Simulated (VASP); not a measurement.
TePb: single point with LDA

TePb:

```
CELL_PARAMETERS angstrom
0.00000 3.16504 3.16504
3.16504 0.00000 3.16504
3.16504 3.16504 0.00000
ATOMIC_POSITIONS crystal
Pb 0.00000 0.00000 0.00000
Te 0.50000 0.50000 0.50000
```

| Quantity | Value |
| --- | --- |
| Program | VASP 6.6.1 |
| Task | single point |
| Functional | LDA |
| Potentials or basis | VASP PAW LDA potentials, release 64 (Pb_d, Te) |
| Cutoff | 520 eV |
| k mesh | 7 × 7 × 7 |
| Occupations | fermi-dirac, width 0.05 eV |
| Spin | no spin polarisation |

```
Pressure : 1.3 GPa
```

Levels at points of the mesh, in eV from the Fermi level:
```tsv
k point	band 8	band 9	band 10	band 11	band 12	band 13
(0.00, 0.00, 0.00)	-1.89	-1.89	-1.89	3.75	3.75	3.75
```

It took 12 s on 1 thread of Intel(R) Xeon(R) 6975P-C (Granite Rapids), on a shared host, peak memory 0.17 GiB.

Caveat: this odd mesh misses L, where the gap lies, so gap, dielectric constants and Born charges aren't listed; spin-orbit coupling is left out, which moves the levels of the heavy elements.
